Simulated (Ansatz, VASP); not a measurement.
This is a calculation of Li2Se for VASP 6.6.1.

Contents of INCAR:

```
PREC = Accurate
ENCUT = 750
EDIFF = 1E-6
ISMEAR = -1
SIGMA = 0.05
LREAL = False
LASPH = True
NELM = 120
ALGO = Normal
ISIF = 2
LWAVE = False
LCHARG = False
GGA = CA
NBANDS = 13
GGA_COMPAT = False
```

Contents of KPOINTS:

```
regular mesh
0
Gamma
  7 7 7
```

The input POSCAR:

```
Li2Se
1.0
    0.0000000000      3.0025000000      3.0025000000
    3.0025000000      0.0000000000      3.0025000000
    3.0025000000      3.0025000000      0.0000000000
Se Li
1 2
Direct
    0.0000000000      0.0000000000      0.0000000000
    0.7500000000      0.7500000000      0.7500000000
    0.2500000000      0.2500000000      0.2500000000
```

Potentials or basis: VASP PAW LDA potentials, release 64 (Se, Li_sv).

The run is started by

```sh
$ cat potpaw_LDA.64/Se/POTCAR potpaw_LDA.64/Li_sv/POTCAR > POTCAR
$ mpirun -np 1 vasp_std > vasp.out
```

Q: Translate it to Ansatz 0.2.0. Potentials there: Ansatz PAW.

A: As run (the cutoff follows the program's own potentials):

Contents of input.yaml:

```yaml
crystal:
  lattice:
    - [0.0, 3.0025, 3.0025]
    - [3.0025, 0.0, 3.0025]
    - [3.0025, 3.0025, 0.0]
  atoms:
    - { symbol: Se, position: [0.0, 0.0, 0.0] }
    - { symbol: Li, position: [0.75, 0.75, 0.75] }
    - { symbol: Li, position: [0.25, 0.25, 0.25] }
hamiltonian:
  xc: lda
  pseudopotentials: { kind: paw }
kpoints:
  mp_grid: { grid: [7, 7, 7] }
scf:
  occupations: { method: fermi_dirac, width: 0.05 }
output:
  forces: true
  stress: true
  eigenvalues: true
```

Potentials or basis: Ansatz PAW.

Run with:

```console
$ ansatz run input.yaml --threads 1 --pin off --max-ram 3584MiB --backend cpu --events-out ev --progress --plain --runs-dir out
```

Both were run:

|  | VASP | Ansatz | Ansatz less VASP |
| --- | --- | --- | --- |
| gap on the k mesh at the Fermi level (eV) | 2.94 | 2.95 | +0.004 |
| least direct gap on the mesh (eV) | 3.21 | 3.19 | -0.017 |
| pressure (GPa) | -2.6 | -2.6 | +0.02 |

LDA's correlation is that of Perdew and Zunger in VASP and of Perdew and Wang (1992) in Ansatz. VASP's potentials hold 12 valence electrons a cell and Ansatz's 22, so a difference there can come from the potentials and not from the codes.

Noted on Ansatz's run: odd divisions of the mesh miss points on the zone boundary, where band edges often lie, so the gap on the mesh can be too wide.
